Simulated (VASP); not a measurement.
Cr, 1 atom in the cell. Symmetry: Im-3m, No. 229, cubic system. The conventional cell has a = 3.046 Å, b = 3.046 Å, c = 3.046 Å, α = 90.00°, β = 90.00°, γ = 90.00°. Cr (site symmetry m-3m) has 14 Cr at 2.64 to 3.05 Å within 3.5 Å.  This cell differs from its parent crystal: volume scaled by 1.08.

* Program: VASP 6.6.1
* Task: density of states
* Functional: PBE
* Dispersion: D3(BJ)
* Potentials or basis: VASP PAW PBE potentials, release 64 (Cr_pv)
* Cutoff: 400 eV
* k mesh: 12 × 12 × 12
* Occupations: gaussian, width 0.05 eV
* Spin: collinear spin, ferromagnetic start
* Starting moments: [4.29] μB
* Hubbard terms: Cr d U = 3.0 eV
* Dipole correction: no
* k mesh for the DOS: 18 × 18 × 18
* Occupations for the DOS: tetrahedron
* Further INCAR settings: ALGO = Normal; EDIFF = 1e-06; NBANDS = 16

Potentials or basis: VASP PAW PBE potentials, release 64 (Cr_pv).

Run with:

```sh
$ cat potpaw_PBE.64/Cr_pv/POTCAR > POTCAR
$ cp INCAR.step1 INCAR
$ cp KPOINTS.step1 KPOINTS
$ mpirun -np 1 vasp_std > vasp.out
$ cp INCAR.step2 INCAR
$ cp KPOINTS.step2 KPOINTS
$ mpirun -np 1 vasp_std > vasp.out
```

Hardware: 1 thread of Intel Xeon 6975P-C, with other jobs on the host.

Problem. Estimate the wall time of this run.

Solution. Wall time 34 s on 1 thread of Intel Xeon 6975P-C (shared host), peak memory 0.19 GiB. Counts: k points 195.
